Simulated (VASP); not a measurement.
# ZnO (P-3m1) in VASP: single point with PBE

Aim: the single point of ZnO with PBE.

Everything below comes from runs of VASP 6.6.1. Logs are shortened: lines on timing, memory, paths and dates and some standing lists are left out, and cuts for length are marked.

### Step 1. The cell of the first run

It takes space group P-3m1 (No. 164, trigonal). The conventional cell has a = 3.244 Å, b = 3.244 Å, c = 7.141 Å, α = 90.00°, β = 90.00°, γ = 120.00°. Zn (site symmetry 3m) has 3 O at 1.87 Å within 2.5 Å. O (site symmetry 3m) has 3 Zn at 1.87 Å within 2.5 Å.

### Step 2. Single point, PBE (strained and its atoms moved)

Contents of INCAR:

```
SYSTEM = ZnO
PREC     = Accurate       ! precision mode
ENCUT    = 600            ! plane-wave cutoff, eV
EDIFF    = 1E-6           ! SCF threshold, eV
ISMEAR   = 0              ! smearing method
SIGMA    = 0.02           ! smearing width, eV
LREAL    = .FALSE.        ! projectors in reciprocal space
LASPH    = .TRUE.         ! aspherical terms in the spheres
NELM     = 120            ! most SCF steps
ALGO     = Normal         ! electronic algorithm
ISIF     = 2              ! what is computed and relaxed
LWAVE    = .FALSE.        ! write WAVECAR
LCHARG   = .FALSE.        ! write CHGCAR
GGA      = PE             ! functional
NBANDS   = 26             ! bands
GGA_COMPAT= .FALSE.
```

Contents of KPOINTS:

```
Automatic mesh
0
G
  9 9 4
  0 0 0
```

Contents of POSCAR:

```
ZnO
1.0
    3.2436453614      0.0000000000      0.0000000000
   -1.6218226807      2.8090792838      0.0000000000
    0.0000000000      0.0000000000      7.1412796209
Zn O
2 2
Direct
    0.0000000000      0.0000000000      0.7412162995
    0.0000000000      0.0000000000      0.2587837005
    0.3333333300      0.6666666700      0.2677823768
    0.6666666700      0.3333333300      0.7322176232
```

Potentials or basis: VASP PAW PBE potentials, release 64 (Zn, O).

Command:

```console
> cat potpaw_PBE.64/Zn/POTCAR potpaw_PBE.64/O/POTCAR > POTCAR
> mpirun -np 1 vasp_std > vasp.out
```

OUTCAR:

```text
SYSTEM = ZnO
   PREC = Accurate
   ENCUT = 600
   EDIFF = 1E-6
   ISMEAR = 0
   LREAL = .FALSE.
   LASPH = .TRUE.
   NELM = 120
   ISIF = 2
   GGA = PE

 ion  position               nearest neighbor table
   1  0.000  0.000  0.741-   4 1.87   4 1.87   4 1.87
   2  0.000  0.000  0.259-   3 1.87   3 1.87   3 1.87
   3  0.333  0.667  0.268-   2 1.87   2 1.87   2 1.87
   4  0.667  0.333  0.732-   1 1.87   1 1.87   1 1.87

  LATTYP: Found a hexagonal cell.
 ALAT       =     3.2436453614
 C/A-ratio  =     2.2016215786

  Lattice vectors:

 A1 = (   3.2436453614,   0.0000000000,   0.0000000000)
 A2 = (  -1.6218226807,   2.8090792838,   0.0000000000)
 A3 = (   0.0000000000,   0.0000000000,   7.1412796209)

Analysis of symmetry for initial positions (statically):
=====================================================================
 Subroutine PRICEL returns:
 Original cell was already a primitive cell.

 Routine SETGRP: Setting up the symmetry group for a
 hexagonal supercell.

 Subroutine GETGRP returns: Found 12 space group operations
 (whereof 12 operations were pure point group operations)
 out of a pool of 24 trial point group operations.

The static configuration has the point symmetry D_3d.

Analysis of symmetry for dynamics (positions and initial velocities):
=====================================================================
 Subroutine PRICEL returns:
 Original cell was already a primitive cell.

 Routine SETGRP: Setting up the symmetry group for a
 hexagonal supercell.

 Subroutine GETGRP returns: Found 12 space group operations
 (whereof 12 operations were pure point group operations)
 out of a pool of 24 trial point group operations.

The dynamic configuration has the point symmetry D_3d.

 Subroutine INISYM returns: Found 12 space group operations
 (whereof 12 operations are pure point group operations),
 and found     1 'primitive' translations

----------------------------------------------------------------------------------------

                                     Primitive cell

  volume of cell :      65.0689

  direct lattice vectors                    reciprocal lattice vectors
     3.243645361  0.000000000  0.000000000     0.308295109  0.177994264  0.000000000
    -1.621822681  2.809079284  0.000000000     0.000000000  0.355988528  0.000000000
     0.000000000  0.000000000  7.141279621     0.000000000  0.000000000  0.140030926

  length of vectors
     3.243645361  3.243645361  7.141279621     0.355988528  0.355988528  0.140030926

  position of ions in fractional coordinates (direct lattice)
     0.000000000  0.000000000  0.741216300
     0.000000000  0.000000000  0.258783700
     0.333333330  0.666666670  0.267782377
     0.666666670  0.333333330  0.732217623

  ion indices of the primitive-cell ions
   primitive index   ion index
                 1           1
                 2           2
                 3           3
                 4           4

----------------------------------------------------------------------------------------

 KPOINTS: Automatic mesh

Automatic generation of k-mesh.
 Grid dimensions read from file:
 generate k-points for:    9    9    4

 Generating k-lattice:

  Cartesian coordinates                     Fractional coordinates (reciprocal lattice)
     0.034255012  0.019777140  0.000000000     0.111111111 -0.000000000  0.000000000
     0.000000000  0.039554281  0.000000000     0.000000000  0.111111111  0.000000000
     0.000000000  0.000000000  0.035007732     0.000000000  0.000000000  0.250000000

  Length of vectors
     0.039554281  0.039554281  0.035007732

  Shift w.r.t. Gamma in fractional coordinates (k-lattice)
     0.000000000  0.000000000  0.000000000

 Subroutine IBZKPT returns following result:
 ===========================================

 Found     43 irreducible k-points:

 Following reciprocal coordinates:
            Coordinates               Weight
  0.000000  0.000000  0.000000      1.000000
  0.111111 -0.000000  0.000000      6.000000
  0.222222 -0.000000  0.000000      6.000000
  0.333333 -0.000000  0.000000      6.000000
  0.444444 -0.000000  0.000000      6.000000
  0.111111  0.111111  0.000000      6.000000
[... 16 lines left out ...]
  0.222222  0.111111  0.250000     12.000000
 -0.111111  0.333333  0.250000     12.000000
 [... further k-points ...]
   k-points           NKPTS =     43   k-points in BZ     NKDIM =     43   number of bands    NBANDS=     26
   number of dos      NEDOS =    301   number of ions     NIONS =      4
   total plane-waves  NPLWV =  47040
   dimension x,y,z NGX =    28 NGY =   28 NGZ =   60
   dimension x,y,z NGXF=    56 NGYF=   56 NGZF=  120
   ions per type =               2   2
   NGX,Y,Z   is equivalent  to a cutoff of  14.35, 14.35, 13.97 a.u.
   NGXF,Y,Z  is equivalent  to a cutoff of  28.70, 28.70, 27.94 a.u.
 SYSTEM =  ZnO
   PREC   = accura    normal or accurate (medium, high low for compatibility)
   ISTART =      0    job   : 0-new  1-cont  2-samecut
   ICHARG =      2    charge: 1-file 2-atom 10-const
   ISPIN  =      1    spin polarized calculation?
   LNONCOLLINEAR =      F non collinear calculations
   LSORBIT =      F    spin-orbit coupling
   LASPH  =      T    aspherical Exc in radial PAW
   ENCUT  =  600.0 eV  44.10 Ry    6.64 a.u.   6.48  6.48 14.26*2*pi/ulx,y,z
   NELM   =    120;   NELMIN=  2; NELMDL= -5     # of ELM steps
   EDIFF  = 0.1E-05   stopping-criterion for ELM
   LREAL  =      F    real-space projection
   EDIFFG = 0.1E-04   stopping-criterion for IOM
   NSW    =      0    number of steps for IOM
   IBRION =     -1    ionic relax: 0-MD 1-quasi-New 2-CG
   NFREE  =      0    steps in history (QN), initial steepest desc. (CG)
   ISIF   =      2    stress and relaxation
   ISYM   =      2    0-nonsym 1-usesym 2-fastsym
   POTIM  = 0.5000    time-step for ionic-motion
   TEBEG  =    0.0;   TEEND  =   0.0 temperature during run
   PSTRESS=    0.0 pullay stress
   NELECT =      36.0000    total number of electrons
   NUPDOWN=      -1.0000    fix difference up-down
   EMIN   =  10.00;   EMAX   =-10.00  energy-range for DOS
   EFERMI =   0.00;   METHOD = LEGACY
   ISMEAR =     0;   SIGMA  =   0.02  broadening in eV -4-tet -1-fermi 0-gaus
   EFERMI_NEDOS =   21; number of points for ismear=-14 and -15
   IALGO  =     38    algorithm
   IMIX   =      4    mixing-type and parameters
     AMIX     =   0.40;   BMIX     =  1.00
     AMIX_MAG =   1.60;   BMIX_MAG =  1.00
  volume/ion in A,a.u.               =      16.27       109.78
  Fermi-wavevector in a.u.,A,eV,Ry     =   1.343954  2.539706 24.575025  1.806213
  Thomas-Fermi vector in A             =   2.471987
   LORBIT       =      0    0 simple, 1 ext, 2 COOP (PROOUT), +10 PAW based schemes
   GGA     = PE    functional components
   LHFCALC =     F    Hartree Fock is set to
   AEXX    =    0.0000 exact exchange contribution
   IVDW    =     0    specifies the selected vdW correction
   LEPSILON=     F    determine dielectric tensor
   LRPA    =     F    only Hartree local field effects (RPA)
 non-spin polarized calculation
 Gauss-broadening in eV      SIGMA  =   0.02
  energy-cutoff  :      600.00
  volume of cell :       65.07
 maximum number of plane-waves:      2200
 NGX is ok and might be reduce to    28
   NGX = 13   NGY = 13   NGZ = 29

 number of electron      35.9999993 magnetization

 Free energy of the ion-electron system (eV)
  ---------------------------------------------------
  ext. energy  EPLUGINS =         0.00000000
  ---------------------------------------------------
  free energy    TOTEN  =       -16.92378468 eV

  energy without entropy =      -16.92378468  energy(sigma->0) =      -16.92378468

 E-fermi :  -0.3477     XC(G=0):  -9.0232

 val. band max:       -0.5063831014   @ k =   0.0000   0.0000   0.0000
 cond. band min:       0.3269560219   @ k =   0.0000   0.0000   0.0000
 fundamental gap:      0.8333391233
 Fermi energy:        -0.3476657920

 k-point     1 :       0.0000    0.0000    0.0000
  band No.  band energies     occupation
      1     -18.2736      2.00000
      2     -18.1844      2.00000
      3      -6.8398      2.00000
      4      -6.8398      2.00000
      5      -6.8246      2.00000
      6      -6.8246      2.00000
[... 18 lines left out ...]
     25      12.5493      0.00000
     26      13.3224      0.00000

 k-point     2 :       0.1111   -0.0000    0.0000
  band No.  band energies     occupation
      1     -18.2130      2.00000
      2     -18.1288      2.00000
      3      -6.8649      2.00000
      4      -6.8526      2.00000
      5      -6.7537      2.00000
      6      -6.7381      2.00000
[... 18 lines left out ...]
     25      12.3882      0.00000
     26      12.7843      0.00000

 k-point     3 :       0.2222   -0.0000    0.0000
  band No.  band energies     occupation
      1     -18.0558      2.00000
      2     -17.9858      2.00000
      3      -6.8870      2.00000
      4      -6.8807      2.00000
      5      -6.5131      2.00000
      6      -6.4970      2.00000
[... 18 lines left out ...]
     25      11.5470      0.00000
     26      13.2252      0.00000

 k-point     4 :       0.3333   -0.0000    0.0000
  band No.  band energies     occupation
      1     -17.8691      2.00000
      2     -17.8206      2.00000
      3      -6.8120      2.00000
      4      -6.8109      2.00000
      5      -6.1843      2.00000
      6      -6.1689      2.00000
[... 18 lines left out ...]
     25      11.4706      0.00000
     26      12.7552      0.00000
[... 496 lines left out ...]
      1     -18.0957      2.00000
      2     -18.0379      2.00000
      3      -6.8856      2.00000
      4      -6.8804      2.00000
      5      -6.5859      2.00000
      6      -6.5755      2.00000
[... 18 lines left out ...]
     25      12.8658      0.00000
     26      13.1422      0.00000

 k-point    23 :       0.2222    0.1111    0.2500
  band No.  band energies     occupation
      1     -17.9254      2.00000
      2     -17.8814      2.00000
      3      -6.8468      2.00000
      4      -6.8441      2.00000
      5      -6.2905      2.00000
      6      -6.2797      2.00000
[... 18 lines left out ...]
     25      12.1284      0.00000
     26      12.9531      0.00000

 k-point    24 :      -0.1111    0.3333    0.2500
  band No.  band energies     occupation
      1     -17.9255      2.00000
      2     -17.8813      2.00000
      3      -6.8482      2.00000
      4      -6.8431      2.00000
      5      -6.2908      2.00000
      6      -6.2795      2.00000
[... 18 lines left out ...]
     25      11.7946      0.00000
     26      13.2425      0.00000

 [... further k-points ...]

------------------------ aborting loop because EDIFF is reached ----------------------------------------

  FORCE on cell =-STRESS in cart. coord.  units (eV):
  Direction    XX          YY          ZZ          XY          YZ          ZX
  --------------------------------------------------------------------------------------
  -------------------------------------------------------------------------------------
  Total        2.2792574      2.2792574      0.0650123      0.0000000      0.0000000      0.0000000
  in kB       56.1216653     56.1216653      1.6007839      0.0000000      0.0000000      0.0000000
  external PRESSURE =      37.9480381 kB  Pullay stress =       0.0000000 kB

 VOLUME and BASIS-vectors are now :
 -----------------------------------------------------------------------------
  energy-cutoff  :      600.00
  volume of cell :       65.07
      direct lattice vectors                 reciprocal lattice vectors
     3.243645361  0.000000000  0.000000000     0.308295109  0.177994264  0.000000000
    -1.621822681  2.809079284  0.000000000     0.000000000  0.355988528  0.000000000
     0.000000000  0.000000000  7.141279621     0.000000000  0.000000000  0.140030926

 POSITION                                       TOTAL-FORCE (eV/Angst)
 -----------------------------------------------------------------------------------
      0.00000      0.00000      5.29323        -0.000000      0.000000     -0.132090
      0.00000      0.00000      1.84805         0.000000      0.000000      0.132090
     -0.00000      1.87272      1.91231         0.000000     -0.000000     -0.183917
      1.62182      0.93636      5.22897        -0.000000      0.000000      0.183917
 -----------------------------------------------------------------------------------
    total drift:                               -0.000000      0.000000      0.000000

  FREE ENERGIE OF THE ION-ELECTRON SYSTEM (eV)
  ---------------------------------------------------
  free  energy   TOTEN  =       -16.9237846825 eV

  energy  without entropy=      -16.9237846825  energy(sigma->0) =      -16.92378468
```

It took 2.3 min on 1 thread of Intel Xeon 8259CL, shared host; peak memory 0.24 GiB.

Results:

```yaml
Free_energy: -16.9238 eV
Pressure: 3.8 GPa
Largest_force: 0.184 eV/Å
Band_gap_on_the_k_mesh: 0.83 eV, direct
```

Forces on the atoms (eV/Å):
```
Zn   0.000  0.000 -0.132
Zn   0.000  0.000  0.132
O    0.000  0.000 -0.184
O    0.000  0.000  0.184
```

Levels at points of the mesh, in eV from the valence-band top:
```tsv
k point	band 16	band 17	band 18	band 19	band 20	band 21
(0.00, 0.00, 0.00)	-0.01	0.00	0.00	0.83	3.43	5.09
(0.00, 0.00, 0.50)	0.00	0.00	0.00	1.94	1.96	7.07
```

Caveat: the cell differs from its parent crystal (strained and its atoms moved). A k mesh can miss the band edges.
